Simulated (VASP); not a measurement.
# Na (Im-3m) in VASP: notebook

Na is run at these levels: PBE; tasks: single point.

All numbers are computed with VASP 6.6.1; they aren't measurements. Logs are shortened: lines on timing, memory, paths and dates and some standing lists are left out, and cuts for length are marked.

### 1 The cell of the first run

The structure is cubic, space group Im-3m (No. 229). The conventional cell has a = 3.691 Å, b = 3.691 Å, c = 3.691 Å, α = 90.00°, β = 90.00°, γ = 90.00°. Within 4.2 Å of Na (site symmetry m-3m) lie 14 Na at 3.20 to 3.69 Å.

### 2 Single point, PBE (25.14 Å³/atom)

The input, POSCAR:

```
Na
1.0
   -1.8454047138      1.8454047138      1.8454047138
    1.8454047138     -1.8454047138      1.8454047138
    1.8454047138      1.8454047138     -1.8454047138
Na
1
Direct
    0.0000000000      0.0000000000      0.0000000000
```

The input, INCAR.step1:

```
SYSTEM = Na
  PREC = Accurate
  ENCUT = 520
  EDIFF = 1E-6
  ISMEAR = -1
  SIGMA = 0.05
  LREAL = .FALSE.
  LASPH = .TRUE.
  NELM = 80
  ALGO = Normal
  ISIF = 2
  LWAVE = .FALSE.
  LCHARG = .TRUE.
  GGA = PE
  NBANDS = 10
```

The input, KPOINTS.step1:

```
Automatic mesh
0
G
  13 13 13
  0 0 0
```

The input, INCAR.step2:

```
SYSTEM = Na
  PREC = Accurate
  ENCUT = 520
  EDIFF = 1E-6
  ISMEAR = -5
  SIGMA = 0.05
  LREAL = .FALSE.
  LASPH = .TRUE.
  NELM = 80
  ALGO = Normal
  ISIF = 2
  LWAVE = .FALSE.
  LCHARG = .FALSE.
  GGA = PE
  LORBIT = 11
  NEDOS = 2001
  ICHARG = 11
```

The input, KPOINTS.step2:

```
Automatic mesh
0
G
  20 20 20
  0 0 0
```

Potentials or basis: VASP PAW PBE potentials, release 64 (Na_pv).

Launch:

```console
> cat potpaw_PBE.64/Na_pv/POTCAR > POTCAR
> cp INCAR.step1 INCAR
> cp KPOINTS.step1 KPOINTS
> mpirun -np 1 vasp_std > vasp.out
> cp INCAR.step2 INCAR
> cp KPOINTS.step2 KPOINTS
> mpirun -np 1 vasp_std > vasp.out
```

OUTCAR:

```text
SYSTEM = Na
   PREC = Accurate
   ENCUT = 520
   EDIFF = 1E-6
   ISMEAR = -5
   LREAL = .FALSE.
   LASPH = .TRUE.
   NELM = 80
   ISIF = 2
   GGA = PE
   LORBIT = 11
   ICHARG = 11

 ion  position               nearest neighbor table
   1  0.000  0.000  0.000-

  LATTYP: Found a body centered cubic cell.
 ALAT       =     3.6908094276

  Lattice vectors:

 A1 = (  -1.8454047138,   1.8454047138,   1.8454047138)
 A2 = (   1.8454047138,  -1.8454047138,   1.8454047138)
 A3 = (   1.8454047138,   1.8454047138,  -1.8454047138)

Analysis of symmetry for initial positions (statically):
=====================================================================
 Subroutine PRICEL returns:
 Original cell was already a primitive cell.

 Routine SETGRP: Setting up the symmetry group for a
 body centered cubic supercell.

 Subroutine GETGRP returns: Found 48 space group operations
 (whereof 48 operations were pure point group operations)
 out of a pool of 48 trial point group operations.

The static configuration has the point symmetry O_h .

Analysis of symmetry for dynamics (positions and initial velocities):
=====================================================================
 Subroutine PRICEL returns:
 Original cell was already a primitive cell.

 Routine SETGRP: Setting up the symmetry group for a
 body centered cubic supercell.

 Subroutine GETGRP returns: Found 48 space group operations
 (whereof 48 operations were pure point group operations)
 out of a pool of 48 trial point group operations.

The dynamic configuration has the point symmetry O_h .

 Subroutine INISYM returns: Found 48 space group operations
 (whereof 48 operations are pure point group operations),
 and found     1 'primitive' translations

----------------------------------------------------------------------------------------

                                     Primitive cell

  volume of cell :      25.1382

  direct lattice vectors                    reciprocal lattice vectors
    -1.845404714  1.845404714  1.845404714     0.000000000  0.270943277  0.270943277
     1.845404714 -1.845404714  1.845404714     0.270943277  0.000000000  0.270943277
     1.845404714  1.845404714 -1.845404714     0.270943277  0.270943277  0.000000000

  length of vectors
     3.196334725  3.196334725  3.196334725     0.383171657  0.383171657  0.383171657

  position of ions in fractional coordinates (direct lattice)
     0.000000000  0.000000000  0.000000000

  ion indices of the primitive-cell ions
   primitive index   ion index
                 1           1

----------------------------------------------------------------------------------------

 KPOINTS: Automatic mesh

Automatic generation of k-mesh.
 Grid dimensions read from file:
 generate k-points for:   20   20   20

 Generating k-lattice:

  Cartesian coordinates                     Fractional coordinates (reciprocal lattice)
     0.000000000  0.013547164  0.013547164     0.050000000  0.000000000  0.000000000
     0.013547164  0.000000000  0.013547164     0.000000000  0.050000000  0.000000000
     0.013547164  0.013547164  0.000000000     0.000000000  0.000000000  0.050000000

  Length of vectors
     0.019158583  0.019158583  0.019158583

  Shift w.r.t. Gamma in fractional coordinates (k-lattice)
     0.000000000  0.000000000  0.000000000

 TETIRR: Found   9408 inequivalent tetrahedra from    48000

 Subroutine IBZKPT returns following result:
 ===========================================

 Found    256 irreducible k-points:

 Following reciprocal coordinates:
            Coordinates               Weight
  0.000000  0.000000  0.000000      1.000000
  0.050000  0.000000  0.000000     12.000000
  0.100000  0.000000  0.000000     12.000000
  0.150000  0.000000  0.000000     12.000000
  0.200000  0.000000  0.000000     12.000000
  0.250000  0.000000  0.000000     12.000000
[... 16 lines left out ...]
  0.200000  0.100000  0.000000     48.000000
  0.250000  0.100000  0.000000     48.000000
 [... further k-points ...]
   k-points           NKPTS =    256   k-points in BZ     NKDIM =    256   number of bands    NBANDS=      7
   number of dos      NEDOS =   2001   number of ions     NIONS =      1
   total plane-waves  NPLWV =  13824
   dimension x,y,z NGX =    24 NGY =   24 NGZ =   24
   dimension x,y,z NGXF=    48 NGYF=   48 NGZF=   48
   ions per type =               1
   NGX,Y,Z   is equivalent  to a cutoff of  12.48, 12.48, 12.48 a.u.
   NGXF,Y,Z  is equivalent  to a cutoff of  24.97, 24.97, 24.97 a.u.
 SYSTEM =  Na
   PREC   = accura    normal or accurate (medium, high low for compatibility)
   ISTART =      0    job   : 0-new  1-cont  2-samecut
   ICHARG =     11    charge: 1-file 2-atom 10-const
   ISPIN  =      1    spin polarized calculation?
   LNONCOLLINEAR =      F non collinear calculations
   LSORBIT =      F    spin-orbit coupling
   LASPH  =      T    aspherical Exc in radial PAW
   ENCUT  =  520.0 eV  38.22 Ry    6.18 a.u.   5.94  5.94  5.94*2*pi/ulx,y,z
   NELM   =     80;   NELMIN=  2; NELMDL=  0     # of ELM steps
   EDIFF  = 0.1E-05   stopping-criterion for ELM
   LREAL  =      F    real-space projection
   EDIFFG = 0.1E-04   stopping-criterion for IOM
   NSW    =      0    number of steps for IOM
   IBRION =     -1    ionic relax: 0-MD 1-quasi-New 2-CG
   NFREE  =      0    steps in history (QN), initial steepest desc. (CG)
   ISIF   =      2    stress and relaxation
   ISYM   =      2    0-nonsym 1-usesym 2-fastsym
   POTIM  = 0.5000    time-step for ionic-motion
   TEBEG  =    0.0;   TEEND  =   0.0 temperature during run
   PSTRESS=    0.0 pullay stress
   NELECT =       7.0000    total number of electrons
   NUPDOWN=      -1.0000    fix difference up-down
   EMIN   =  10.00;   EMAX   =-10.00  energy-range for DOS
   EFERMI =   0.00;   METHOD = LEGACY
   ISMEAR =    -5;   SIGMA  =   0.05  broadening in eV -4-tet -1-fermi 0-gaus
   EFERMI_NEDOS =   21; number of points for ismear=-14 and -15
   IALGO  =     38    algorithm
   IMIX   =      4    mixing-type and parameters
     AMIX     =   0.40;   BMIX     =  1.00
     AMIX_MAG =   1.60;   BMIX_MAG =  1.00
  volume/ion in A,a.u.               =      25.14       169.64
  Fermi-wavevector in a.u.,A,eV,Ry     =   1.069045  2.020202 15.549509  1.142857
  Thomas-Fermi vector in A             =   2.204712
   LORBIT       =     11    0 simple, 1 ext, 2 COOP (PROOUT), +10 PAW based schemes
   GGA     = PE    functional components
   LHFCALC =     F    Hartree Fock is set to
   AEXX    =    0.0000 exact exchange contribution
   IVDW    =     0    specifies the selected vdW correction
   LEPSILON=     F    determine dielectric tensor
   LRPA    =     F    only Hartree local field effects (RPA)
 non-spin polarized calculation
 Fermi weights with tetrahedron method with Bloechl corrections
  energy-cutoff  :      520.00
  volume of cell :       25.14
 maximum number of plane-waves:       700

 number of electron       7.0000003 magnetization

 Free energy of the ion-electron system (eV)
  ---------------------------------------------------
  ext. energy  EPLUGINS =         0.00000000
  ---------------------------------------------------
  free energy    TOTEN  =        -1.14393670 eV

  energy without entropy =       -1.14393670  energy(sigma->0) =       -1.14393670

 E-fermi :   1.7663     XC(G=0):  -7.6138

 val. band max:        1.7011359325   @ k =  -0.3000   0.4000   0.2000
 cond. band min:       1.7478958803   @ k =   0.3500   0.1000   0.0500
 fundamental gap:      0.0467599479
 Fermi energy:         1.7662979737

 k-point     1 :       0.0000    0.0000    0.0000
  band No.  band energies     occupation
      1     -23.0003      2.00000
      2     -23.0003      2.00000
      3     -23.0003      2.00000
      4      -2.4735      2.00000
      5      16.2072      0.00000
      6      16.2072      0.00000
      7      16.2072      0.00000

 k-point     2 :       0.0500    0.0000    0.0000
  band No.  band energies     occupation
      1     -23.0036      2.00000
      2     -23.0013      2.00000
      3     -23.0003      2.00000
      4      -2.4151      2.00000
      5      15.4483      0.00000
      6      15.7781      0.00000
      7      16.0924      0.00000

 k-point     3 :       0.1000    0.0000    0.0000
  band No.  band energies     occupation
      1     -23.0132      2.00000
      2     -23.0042      2.00000
      3     -23.0004      2.00000
      4      -2.2406      2.00000
      5      13.8874      0.00000
      6      15.0139      0.00000
      7      15.8060      0.00000

 k-point     4 :       0.1500    0.0000    0.0000
  band No.  band energies     occupation
      1     -23.0282      2.00000
      2     -23.0088      2.00000
      3     -23.0005      2.00000
      4      -1.9519      2.00000
      5      12.2749      0.00000
      6      14.2562      0.00000
      7      15.4554      0.00000

 k-point     5 :       0.2000    0.0000    0.0000
  band No.  band energies     occupation
      1     -23.0468      2.00000
      2     -23.0145      2.00000
      3     -23.0006      2.00000
      4      -1.5517      2.00000
      5      10.7175      0.00000
      6      13.5753      0.00000
      7      15.0645      0.00000
[... 161 lines left out ...]
 k-point    22 :       0.1500    0.1000    0.0000
  band No.  band energies     occupation
      1     -23.0530      2.00000
      2     -23.0142      2.00000
      3     -23.0044      2.00000
      4      -1.3816      2.00000
      5      10.6993      0.00000
      6      12.0031      0.00000
      7      14.6393      0.00000

 k-point    23 :       0.2000    0.1000    0.0000
  band No.  band energies     occupation
      1     -23.0712      2.00000
      2     -23.0212      2.00000
      3     -23.0048      2.00000
      4      -0.8763      2.00000
      5       9.2947      0.00000
      6      11.4093      0.00000
      7      14.2190      0.00000

 k-point    24 :       0.2500    0.1000    0.0000
  band No.  band energies     occupation
      1     -23.0890      2.00000
      2     -23.0285      2.00000
      3     -23.0051      2.00000
      4      -0.2682      2.00000
      5       7.9295      0.00000
      6      10.9410      0.00000
      7      13.8549      0.00000

 [... further k-points ...]

------------------------ aborting loop because EDIFF is reached ----------------------------------------

  FORCE on cell =-STRESS in cart. coord.  units (eV):
  Direction    XX          YY          ZZ          XY          YZ          ZX
  --------------------------------------------------------------------------------------
  -------------------------------------------------------------------------------------
  Total        0.9625480      0.9625480      0.9625480      0.0000000      0.0000000     -0.0000000
  in kB       61.3476721     61.3476721     61.3476721      0.0000000      0.0000000     -0.0000000
  external PRESSURE =      61.3476721 kB  Pullay stress =       0.0000000 kB

 VOLUME and BASIS-vectors are now :
 -----------------------------------------------------------------------------
  energy-cutoff  :      520.00
  volume of cell :       25.14
      direct lattice vectors                 reciprocal lattice vectors
    -1.845404714  1.845404714  1.845404714     0.000000000  0.270943277  0.270943277
     1.845404714 -1.845404714  1.845404714     0.270943277  0.000000000  0.270943277
     1.845404714  1.845404714 -1.845404714     0.270943277  0.270943277  0.000000000

 POSITION                                       TOTAL-FORCE (eV/Angst)
 -----------------------------------------------------------------------------------
      0.00000      0.00000      0.00000        -0.000000      0.000000      0.000000
 -----------------------------------------------------------------------------------
    total drift:                               -0.000000      0.000000     -0.000000

  FREE ENERGIE OF THE ION-ELECTRON SYSTEM (eV)
  ---------------------------------------------------
  free  energy   TOTEN  =        -1.1439366977 eV

  energy  without entropy=       -1.1439366977  energy(sigma->0) =       -1.14393670

 total charge

# of ion       s       p       d       tot
------------------------------------------
    1        0.131   5.982   0.000   6.113
```

It took 42 s on 1 thread of Intel Xeon 8259CL, shared host; peak memory 0.16 GiB.

Results:

* Valence electrons inside the program's atomic spheres: Na 6.11

Levels at points of the mesh, in eV from the Fermi level:
```
           k point  band 1  band 2  band 3  band 4  band 5  band 6  band 7
(0.00, 0.00, 0.00)  -24.77  -24.77  -24.77   -4.24   14.44   14.44   14.44
(0.50, 0.00, 0.00)  -24.90  -24.81  -24.77    0.86    1.62    9.88   11.73
(0.50, 0.50, 0.50)  -24.86  -24.86  -24.86    5.09    5.09    6.40    6.40
```

Caveat: tetrahedron occupations give inexact forces and stress in metals.

### 3 Single point, PBE (15.90 Å³/atom)

This run uses another cell than the first one, of 15.90 Å³/atom.

The input, POSCAR:

```
Na
1.0
   -1.5839621755      1.5839621755      1.5839621755
    1.5839621755     -1.5839621755      1.5839621755
    1.5839621755      1.5839621755     -1.5839621755
Na
1
Direct
    0.0000000000      0.0000000000      0.0000000000
```

The input, INCAR.step1:

```
ALGO = Normal
EDIFF = 1E-7
ENCUT = 520
GGA = PE
ISIF = 2
ISMEAR = -1
LASPH = True
LCHARG = True
LREAL = False
LWAVE = False
NBANDS = 10
NELM = 100
PREC = Accurate
SIGMA = 0.05
```

The input, KPOINTS.step1:

```
k-points
0
Gamma
  13 13 13
```

The input, INCAR.step2:

```
ALGO = Normal
EDIFF = 1E-7
ENCUT = 520
GGA = PE
ICHARG = 11
ISIF = 2
ISMEAR = -5
LASPH = True
LCHARG = False
LORBIT = 11
LREAL = False
LWAVE = False
NBANDS = 10
NEDOS = 2001
NELM = 100
PREC = Accurate
SIGMA = 0.05
```

The input, KPOINTS.step2:

```
k-points
0
Gamma
  20 20 20
```

Potentials or basis: VASP PAW PBE potentials, release 64 (Na_pv).

Launch:

```console
> cat potpaw_PBE.64/Na_pv/POTCAR > POTCAR
> cp INCAR.step1 INCAR
> cp KPOINTS.step1 KPOINTS
> mpirun -np 1 vasp_std > vasp.out
> cp INCAR.step2 INCAR
> cp KPOINTS.step2 KPOINTS
> mpirun -np 1 vasp_std > vasp.out
```

Run time: 52 s. Hardware: 1 thread of Intel Xeon 8259CL, shared host; peak memory 0.15 GiB.

The run converged. Its results:

```yaml
Valence_electrons_inside_the_program's_atomic_spheres: Na 6.23
```

Levels at points of the mesh, in eV from the Fermi level:
| k point | band 1 | band 2 | band 3 | band 4 | band 5 | band 6 | band 7 | band 8 |
| --- | --- | --- | --- | --- | --- | --- | --- | --- |
| (0.00, 0.00, 0.00) | -25.12 | -25.12 | -25.12 | -5.68 | 18.15 | 18.15 | 18.15 | 19.89 |
| (0.50, 0.00, 0.00) | -25.63 | -25.27 | -25.13 | 1.12 | 2.04 | 12.00 | 15.28 | 17.04 |
| (0.50, 0.50, 0.50) | -25.44 | -25.44 | -25.44 | 5.52 | 5.52 | 8.82 | 8.82 | 8.82 |

Caveat: tetrahedron occupations give inexact forces and stress in metals.

### 4 Single point, PBE (25.14 Å³/atom)

The input, POSCAR:

```
Na
1.0
   -1.8454047138      1.8454047138      1.8454047138
    1.8454047138     -1.8454047138      1.8454047138
    1.8454047138      1.8454047138     -1.8454047138
Na
1
Direct
    0.0000000000      0.0000000000      0.0000000000
```

The input, INCAR.step1:

```
PREC     = Accurate       # precision mode
ENCUT    = 520            # plane-wave cutoff, eV
EDIFF    = 1E-6           # SCF threshold, eV
ISMEAR   = -1             # smearing method
SIGMA    = 0.05           # smearing width, eV
LREAL    = False          # projectors in reciprocal space
LASPH    = True           # aspherical terms in the spheres
NELM     = 80             # most SCF steps
ALGO     = Normal         # electronic algorithm
ISIF     = 2              # what is computed and relaxed
LWAVE    = False          # write WAVECAR
LCHARG   = True           # write CHGCAR
GGA      = PE             # functional
NBANDS   = 10             # bands
```

The input, KPOINTS.step1:

```
regular mesh
0
Gamma
  13 13 13
```

The input, INCAR.step2:

```
PREC     = Accurate       # precision mode
ENCUT    = 520            # plane-wave cutoff, eV
EDIFF    = 1E-6           # SCF threshold, eV
ISMEAR   = -5             # smearing method
SIGMA    = 0.05           # smearing width, eV
LREAL    = False          # projectors in reciprocal space
LASPH    = True           # aspherical terms in the spheres
NELM     = 80             # most SCF steps
ALGO     = Normal         # electronic algorithm
ISIF     = 2              # what is computed and relaxed
LWAVE    = False          # write WAVECAR
LCHARG   = False          # write CHGCAR
GGA      = PE             # functional
LORBIT   = 11             # projections on sites
NBANDS   = 10             # bands
NEDOS    = 1001           # points of the DOS
ICHARG   = 11             # starting density
```

The input, KPOINTS.step2:

```
regular mesh
0
Gamma
  20 20 20
```

Launch:

```console
> cat potpaw_PBE.64/Na_pv/POTCAR > POTCAR
> cp INCAR.step1 INCAR
> cp KPOINTS.step1 KPOINTS
> mpirun -np 1 vasp_std > vasp.out
> cp INCAR.step2 INCAR
> cp KPOINTS.step2 KPOINTS
> mpirun -np 1 vasp_std > vasp.out
```

Wall time 32 s (1 thread of Intel Xeon 8259CL, shared host); peak memory 0.18 GiB.

The run converged. Its results:

```
Valence electrons inside the program's atomic spheres : Na 6.11
```

Levels at points of the mesh, in eV from the Fermi level:
```csv
k point,band 1,band 2,band 3,band 4,band 5,band 6
"(0.00, 0.00, 0.00)",-24.77,-24.77,-24.77,-4.24,14.44,14.44
"(0.50, 0.00, 0.00)",-24.90,-24.81,-24.77,0.86,1.62,9.88
"(0.50, 0.50, 0.50)",-24.86,-24.86,-24.86,5.09,5.09,6.40
```

Caveat: tetrahedron occupations give inexact forces and stress in metals.
